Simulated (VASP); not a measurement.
Wanted: the native input for a VASP 6.6.1 run.

| Quantity | Value |
| --- | --- |
| Task | single point |
| Functional | PBEsol |
| Potentials or basis | VASP PAW PBE potentials, release 64 (Al, N) |
| Cutoff | 600 eV |
| k mesh | 8 × 8 × 8 |
| Occupations | gaussian, width 0.1 eV |
| Spin | no spin polarisation |
| Dipole correction | no |
| Further INCAR settings | ALGO = Normal; EDIFF = 1e-06; NBANDS = 11 |

The structure of AlN lies in POSCAR:

```
AlN
1.0
    0.0000000000      2.1839935596      2.1839935596
    2.1839935596      0.0000000000      2.1839935596
    2.1839935596      2.1839935596      0.0000000000
Al N
1 1
Direct
    0.0000000000      0.0000000000      0.0000000000
    0.7500000000      0.7500000000      0.7500000000
```

One way to write it, as run:

INCAR

```
PREC     = Accurate       # precision mode
ENCUT    = 600            # plane-wave cutoff, eV
EDIFF    = 1E-6           # SCF threshold, eV
ISMEAR   = 0              # smearing method
SIGMA    = 0.1            # smearing width, eV
LREAL    = F              # projectors in reciprocal space
LASPH    = T              # aspherical terms in the spheres
NELM     = 120            # most SCF steps
ALGO     = Normal         # electronic algorithm
ISIF     = 2              # what is computed and relaxed
LWAVE    = F              # write WAVECAR
LCHARG   = F              # write CHGCAR
GGA      = PS             # functional
NBANDS   = 11             # bands
GGA_COMPAT= F
```

KPOINTS

```
Automatic mesh
0
Gamma
  8 8 8
```

Potentials or basis: VASP PAW PBE potentials, release 64 (Al, N).

Command:

```console
$ cat potpaw_PBE.64/Al/POTCAR potpaw_PBE.64/N/POTCAR > POTCAR
$ mpirun -np 1 vasp_std > vasp.out
```

It gave:

```
Pressure               : 1.2 GPa
Band gap on the k mesh : 3.19 eV, indirect (least direct gap 4.13 eV)
```

Caveat: the PAW data sets were made with another functional, which shifts forces and pressure a little.

It took 5.8 s on 1 thread of Intel Xeon 6975P-C (shared host), peak memory 0.15 GiB.
